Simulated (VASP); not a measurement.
# Cl (Cmce) in VASP: settings compared

Cl is run at these levels: RPBE+D4, LDA; tasks: single point.

All numbers are computed with VASP 6.6.1; they aren't measurements. Logs are shortened: lines on timing, memory, paths and dates and some standing lists are left out, and cuts for length are marked.

**1. The cell of the first run**

The structure is orthorhombic, space group Cmce (No. 64). The conventional cell has a = 6.538 Å, b = 4.164 Å, c = 8.155 Å, α = 90.00°, β = 90.00°, γ = 90.00°. Within 2.7 Å of Cl (site symmetry m) lie 1 Cl at 2.03 Å.

**2. Single point, RPBE+D4**

INCAR reads:

```
SYSTEM = Cl
PREC     = Accurate       ! precision mode
ENCUT    = 520            ! plane-wave cutoff, eV
EDIFF    = 1E-6           ! SCF threshold, eV
ISMEAR   = -1             ! smearing method
SIGMA    = 0.05           ! smearing width, eV
LREAL    = .False.        ! projectors in reciprocal space
LASPH    = .True.         ! aspherical terms in the spheres
NELM     = 80             ! most SCF steps
ALGO     = Normal         ! electronic algorithm
ISIF     = 2              ! what is computed and relaxed
LWAVE    = .False.        ! write WAVECAR
LCHARG   = .False.        ! write CHGCAR
GGA      = RP             ! functional
IVDW     = 13             ! dispersion correction
NBANDS   = 22             ! bands
```

KPOINTS reads:

```
regular mesh
0
Gamma
  7 7 4
  0 0 0
```

POSCAR reads:

```
Cl
1.0
    3.2688089632     -2.0822072585      0.0000000000
    3.2688089632      2.0822072585      0.0000000000
    0.0000000000      0.0000000000      8.1551177176
Cl
4
Direct
    0.3759534380      0.6240465620      0.3927568010
    0.1240465620      0.8759534380      0.8927568010
    0.6240465620      0.3759534380      0.6072431990
    0.8759534380      0.1240465620      0.1072431990
```

Potentials or basis: VASP PAW PBE potentials, release 64 (Cl).

The run is started by

```bash
cat potpaw_PBE.64/Cl/POTCAR > POTCAR
mpirun -np 1 vasp_std > vasp.out
```

OUTCAR:

```text
SYSTEM = Cl
   PREC = Accurate
   ENCUT = 520
   EDIFF = 1E-6
   ISMEAR = -1
   LREAL = .False.
   LASPH = .True.
   NELM = 80
   ISIF = 2
   GGA = RP
   IVDW = 13

 ion  position               nearest neighbor table
   1  0.376  0.624  0.393-   3 2.03
   2  0.124  0.876  0.893-   4 2.03
   3  0.624  0.376  0.607-   1 2.03
   4  0.876  0.124  0.107-   2 2.03

  LATTYP: Found a base centered orthorhombic cell.
 ALAT       =     4.1644145170
 B/A-ratio  =     1.5698768458
 C/A-ratio  =     1.9582867374

  Lattice vectors:

 A1 = (  -3.2688089632,  -2.0822072585,   0.0000000000)
 A2 = (   3.2688089632,  -2.0822072585,   0.0000000000)
 A3 = (   0.0000000000,   0.0000000000,   8.1551177176)

Analysis of symmetry for initial positions (statically):
=====================================================================
 Subroutine PRICEL returns:
 Original cell was already a primitive cell.

 Routine SETGRP: Setting up the symmetry group for a
 base centered orthorhombic supercell.

 Subroutine GETGRP returns: Found  8 space group operations
 (whereof  4 operations were pure point group operations)
 out of a pool of  8 trial point group operations.

The static configuration has the point symmetry C_2h.
 The point group associated with its full space group is D_2h.

Analysis of symmetry for dynamics (positions and initial velocities):
=====================================================================
 Subroutine PRICEL returns:
 Original cell was already a primitive cell.

 Routine SETGRP: Setting up the symmetry group for a
 base centered orthorhombic supercell.

 Subroutine GETGRP returns: Found  8 space group operations
 (whereof  4 operations were pure point group operations)
 out of a pool of  8 trial point group operations.

The dynamic configuration has the point symmetry C_2h.
 The point group associated with its full space group is D_2h.

 Subroutine INISYM returns: Found  8 space group operations
 (whereof  4 operations are pure point group operations),
 and found     1 'primitive' translations

----------------------------------------------------------------------------------------

                                     Primitive cell

  volume of cell :     111.0130

  direct lattice vectors                    reciprocal lattice vectors
     3.268808963 -2.082207258  0.000000000     0.152960912 -0.240129794  0.000000000
     3.268808963  2.082207258  0.000000000     0.152960912  0.240129794  0.000000000
     0.000000000  0.000000000  8.155117718     0.000000000  0.000000000  0.122622387

  length of vectors
     3.875654668  3.875654668  8.155117718     0.284709253  0.284709253  0.122622387

  position of ions in fractional coordinates (direct lattice)
     0.375953438  0.624046562  0.392756801
     0.124046562  0.875953438  0.892756801
     0.624046562  0.375953438  0.607243199
     0.875953438  0.124046562  0.107243199

  ion indices of the primitive-cell ions
   primitive index   ion index
                 1           1
                 2           2
                 3           3
                 4           4

----------------------------------------------------------------------------------------

 KPOINTS: regular mesh

Automatic generation of k-mesh.
 Grid dimensions read from file:
 generate k-points for:    7    7    4

 Generating k-lattice:

  Cartesian coordinates                     Fractional coordinates (reciprocal lattice)
     0.021851559 -0.034304256  0.000000000     0.142857143  0.000000000  0.000000000
     0.021851559  0.034304256  0.000000000     0.000000000  0.142857143  0.000000000
     0.000000000  0.000000000  0.030655597     0.000000000  0.000000000  0.250000000

  Length of vectors
     0.040672750  0.040672750  0.030655597

  Shift w.r.t. Gamma in fractional coordinates (k-lattice)
     0.000000000  0.000000000  0.000000000

 Subroutine IBZKPT returns following result:
 ===========================================

 Found     48 irreducible k-points:

 Following reciprocal coordinates:
            Coordinates               Weight
  0.000000  0.000000  0.000000      1.000000
  0.142857  0.000000  0.000000      4.000000
  0.285714 -0.000000  0.000000      4.000000
  0.428571 -0.000000  0.000000      4.000000
  0.142857  0.142857  0.000000      2.000000
  0.285714  0.142857  0.000000      4.000000
[... 16 lines left out ...]
  0.428571  0.142857  0.250000      8.000000
 -0.428571  0.142857  0.250000      8.000000
 [... further k-points ...]
   k-points           NKPTS =     48   k-points in BZ     NKDIM =     48   number of bands    NBANDS=     22
   number of dos      NEDOS =    301   number of ions     NIONS =      4
   total plane-waves  NPLWV =  57600
   dimension x,y,z NGX =    30 NGY =   30 NGZ =   64
   dimension x,y,z NGXF=    60 NGYF=   60 NGZF=  128
   ions per type =               4
   NGX,Y,Z   is equivalent  to a cutoff of  12.87, 12.87, 13.05 a.u.
   NGXF,Y,Z  is equivalent  to a cutoff of  25.74, 25.74, 26.09 a.u.
 SYSTEM =  Cl
   PREC   = accura    normal or accurate (medium, high low for compatibility)
   ISTART =      0    job   : 0-new  1-cont  2-samecut
   ICHARG =      2    charge: 1-file 2-atom 10-const
   ISPIN  =      1    spin polarized calculation?
   LNONCOLLINEAR =      F non collinear calculations
   LSORBIT =      F    spin-orbit coupling
   LASPH  =      T    aspherical Exc in radial PAW
   ENCUT  =  520.0 eV  38.22 Ry    6.18 a.u.   7.21  7.21 15.16*2*pi/ulx,y,z
   NELM   =     80;   NELMIN=  2; NELMDL= -5     # of ELM steps
   EDIFF  = 0.1E-05   stopping-criterion for ELM
   LREAL  =      F    real-space projection
[... 7 lines left out ...]
   TEBEG  =    0.0;   TEEND  =   0.0 temperature during run
   PSTRESS=    0.0 pullay stress
   NELECT =      28.0000    total number of electrons
   NUPDOWN=      -1.0000    fix difference up-down
   EMIN   =  10.00;   EMAX   =-10.00  energy-range for DOS
   EFERMI =   0.00;   METHOD = LEGACY
   ISMEAR =    -1;   SIGMA  =   0.05  broadening in eV -4-tet -1-fermi 0-gaus
   EFERMI_NEDOS =   21; number of points for ismear=-14 and -15
   IALGO  =     38    algorithm
   IMIX   =      4    mixing-type and parameters
     AMIX     =   0.40;   BMIX     =  1.00
     AMIX_MAG =   1.60;   BMIX_MAG =  1.00
  volume/ion in A,a.u.               =      27.75       187.29
  Fermi-wavevector in a.u.,A,eV,Ry     =   1.034355  1.954647 14.556740  1.069890
  Thomas-Fermi vector in A             =   2.168646
   LORBIT       =      0    0 simple, 1 ext, 2 COOP (PROOUT), +10 PAW based schemes
   GGA     = RP    functional components
   LHFCALC =     F    Hartree Fock is set to
   AEXX    =    0.0000 exact exchange contribution
   IVDW    =    13    specifies the selected vdW correction
   LEPSILON=     F    determine dielectric tensor
   LRPA    =     F    only Hartree local field effects (RPA)
 non-spin polarized calculation
  energy-cutoff  :      520.00
  volume of cell :      111.01
 maximum number of plane-waves:      3014
 NGX is ok and might be reduce to    30
   NGX = 15   NGY = 15   NGZ = 31

 number of electron      28.0000000 magnetization

 Free energy of the ion-electron system (eV)
  ---------------------------------------------------
  ext. energy  EPLUGINS =         0.00000000
  ---------------------------------------------------
  free energy    TOTEN  =        -6.49536488 eV

  energy without entropy =       -6.49536488  energy(sigma->0) =       -6.49536488

 E-fermi :   0.9288     XC(G=0):  -7.5824

 val. band max:       -0.1683962415   @ k =   0.0000   0.0000   0.0000
 cond. band min:       2.2157023628   @ k =   0.0000   0.0000   0.0000
 fundamental gap:      2.3840986043
 Fermi energy:         0.9287742809

 k-point     1 :       0.0000    0.0000    0.0000
  band No.  band energies     occupation
      1     -16.7700      2.00000
      2     -16.4591      2.00000
      3     -13.0616      2.00000
      4     -12.2358      2.00000
      5      -5.6645      2.00000
      6      -4.4640      2.00000
[... 14 lines left out ...]
     21      10.7893      0.00000
     22      10.8983      0.00000

 k-point     2 :       0.1429    0.0000    0.0000
  band No.  band energies     occupation
      1     -16.7263      2.00000
      2     -16.4433      2.00000
      3     -13.0208      2.00000
      4     -12.2804      2.00000
      5      -5.6509      2.00000
      6      -4.5522      2.00000
[... 14 lines left out ...]
     21      10.3580      0.00000
     22      10.9019      0.00000

 k-point     3 :       0.2857   -0.0000    0.0000
  band No.  band energies     occupation
      1     -16.6163      2.00000
      2     -16.4161      2.00000
      3     -12.9095      2.00000
      4     -12.4033      2.00000
      5      -5.6024      2.00000
      6      -4.8229      2.00000
[... 14 lines left out ...]
     21      10.5425      0.00000
     22      11.0372      0.00000

 k-point     4 :       0.4286   -0.0000    0.0000
  band No.  band energies     occupation
      1     -16.4957      2.00000
      2     -16.4229      2.00000
      3     -12.7522      2.00000
      4     -12.5736      2.00000
      5      -5.4691      2.00000
      6      -5.1893      2.00000
[... 14 lines left out ...]
     21      10.9787      0.00000
     22      11.8996      0.00000

 k-point     5 :       0.1429    0.1429    0.0000
  band No.  band energies     occupation
      1     -16.7337      2.00000
      2     -16.4322      2.00000
      3     -13.0270      2.00000
      4     -12.2322      2.00000
      5      -5.6348      2.00000
      6      -4.4899      2.00000
[... 417 lines left out ...]
 k-point    22 :       0.2857    0.1429    0.2500
  band No.  band energies     occupation
      1     -16.6299      2.00000
      2     -16.4435      2.00000
      3     -12.8622      2.00000
      4     -12.3803      2.00000
      5      -5.4678      2.00000
      6      -4.7740      2.00000
[... 14 lines left out ...]
     21      10.3121      0.00000
     22      10.7917      0.00000

 k-point    23 :       0.4286    0.1429    0.2500
  band No.  band energies     occupation
      1     -16.5331      2.00000
      2     -16.4099      2.00000
      3     -12.7844      2.00000
      4     -12.4789      2.00000
      5      -5.4283      2.00000
      6      -4.9628      2.00000
[... 14 lines left out ...]
     21      10.4438      0.00000
     22      10.7327      0.00000

 k-point    24 :      -0.4286    0.1429    0.2500
  band No.  band energies     occupation
      1     -16.4584      2.00000
      2     -16.4269      2.00000
      3     -12.6914      2.00000
      4     -12.6175      2.00000
      5      -5.3072      2.00000
      6      -5.2135      2.00000
[... 14 lines left out ...]
     21      10.8462      0.00000
     22      11.5074      0.00000

 [... further k-points ...]

------------------------ aborting loop because EDIFF is reached ----------------------------------------

  DFT-D4 for vdW energy calculation

  Edisp (eV):   -1.29366

  FORCE on cell =-STRESS in cart. coord.  units (eV):
  Direction    XX          YY          ZZ          XY          YZ          ZX
  --------------------------------------------------------------------------------------
  -------------------------------------------------------------------------------------
  Total      -0.02633    -0.19305    -0.56130     0.00000     0.00000     0.00000
  in kB      -0.38007    -2.78619    -8.10093     0.00000     0.00000     0.00000
  external pressure =       -3.76 kB  Pullay stress =        0.00 kB

 VOLUME and BASIS-vectors are now :
 -----------------------------------------------------------------------------
  energy-cutoff  :      520.00
  volume of cell :      111.01
      direct lattice vectors                 reciprocal lattice vectors
     3.268808963 -2.082207258  0.000000000     0.152960912 -0.240129794  0.000000000
     3.268808963  2.082207258  0.000000000     0.152960912  0.240129794  0.000000000
     0.000000000  0.000000000  8.155117718     0.000000000  0.000000000  0.122622387

 POSITION                                       TOTAL-FORCE (eV/Angst)
 -----------------------------------------------------------------------------------
      3.26881      0.51658      3.20298         0.000000     -0.092452      0.169605
      3.26881      1.56563      7.28054         0.000000      0.092452      0.169605
      3.26881     -0.51658      4.95214         0.000000      0.092452     -0.169605
      3.26881     -1.56563      0.87458         0.000000     -0.092452     -0.169605
 -----------------------------------------------------------------------------------
    total drift:                               -0.000000     -0.000000      0.000000

  FREE ENERGIE OF THE ION-ELECTRON SYSTEM (eV)
  ---------------------------------------------------
  free  energy   TOTEN  =        -7.7890259893 eV

  energy  without entropy=       -7.7890259892  energy(sigma->0) =       -7.78902599
```

It took 60 s on 1 thread of AMD EPYC 9R45 (Zen 5), shared host; peak memory 0.22 GiB.

What came out:

```
Free energy                : -7.7890 eV
Pressure                   : -0.4 GPa
Largest force              : 0.193 eV/Å
Band gap on the k mesh     : 2.38 eV, direct
Dispersion energy per atom : -0.323 eV
```

Forces on the atoms (eV/Å):
```
Cl   0.000 -0.092  0.170
Cl   0.000  0.092  0.170
Cl   0.000  0.092 -0.170
Cl   0.000 -0.092 -0.170
```

Caveat: the PAW data sets were made with another functional, which shifts forces and pressure a little.

**3. Single point, LDA**

This run uses another cell than the first one, of 27.31 Å³/atom, 0.984 times its volume.

INCAR reads:

```
PREC     = Accurate       # precision mode
ENCUT    = 520            # plane-wave cutoff, eV
EDIFF    = 1E-6           # SCF threshold, eV
ISMEAR   = -1             # smearing method
SIGMA    = 0.05           # smearing width, eV
LREAL    = False          # projectors in reciprocal space
LASPH    = True           # aspherical terms in the spheres
NELM     = 60             # most SCF steps
ALGO     = Normal         # electronic algorithm
ISIF     = 2              # what is computed and relaxed
LWAVE    = False          # write WAVECAR
LCHARG   = False          # write CHGCAR
GGA      = CA             # functional
NBANDS   = 22             # bands
```

KPOINTS reads:

```
Automatic mesh
0
Gamma
  7 7 4
```

POSCAR reads:

```
Cl
1.0
    3.0807983119     -2.2040687446      0.0000000000
    3.0807983119      2.2040687446      0.0000000000
    0.0000000000      0.0000000000      8.0424019526
Cl
4
Direct
    0.3700000000      0.6300000000      0.4000000000
    0.1300000000      0.8700000000      0.9000000000
    0.6300000000      0.3700000000      0.6000000000
    0.8700000000      0.1300000000      0.1000000000
```

Potentials or basis: VASP PAW LDA potentials, release 64 (Cl).

The run is started by

```bash
cat potpaw_LDA.64/Cl/POTCAR > POTCAR
mpirun -np 1 vasp_std > vasp.out
```

Run time: 35 s. Hardware: 1 thread of Intel Xeon 6975P-C (Granite Rapids), shared host; peak memory 0.2 GiB.

It converged, with:

```yaml
Free_energy: -8.8875 eV
Pressure: -1.1 GPa
Largest_force: 0.456 eV/Å
Band_gap_on_the_k_mesh: 2.59 eV, indirect (least direct gap 2.66 eV)
```

Forces in eV/Å, atoms in the order of the input:
```
Cl   0.000  0.177 -0.420
Cl   0.000 -0.177 -0.420
Cl   0.000 -0.177  0.420
Cl   0.000  0.177  0.420
```

Stress tensor (GPa, compression positive):
```
-1.16  0.00  0.00
 0.00 -1.48  0.00
 0.00  0.00 -0.80
```

Levels at points of the mesh, in eV from the valence-band top:
```csv
k point,band 12,band 13,band 14,band 15,band 16,band 17
"(0.00, 0.00, 0.00)",-0.48,-0.17,-0.05,2.60,3.24,6.51
"(0.00, 0.00, 0.50)",-0.76,-0.11,-0.11,2.78,2.78,7.11
```
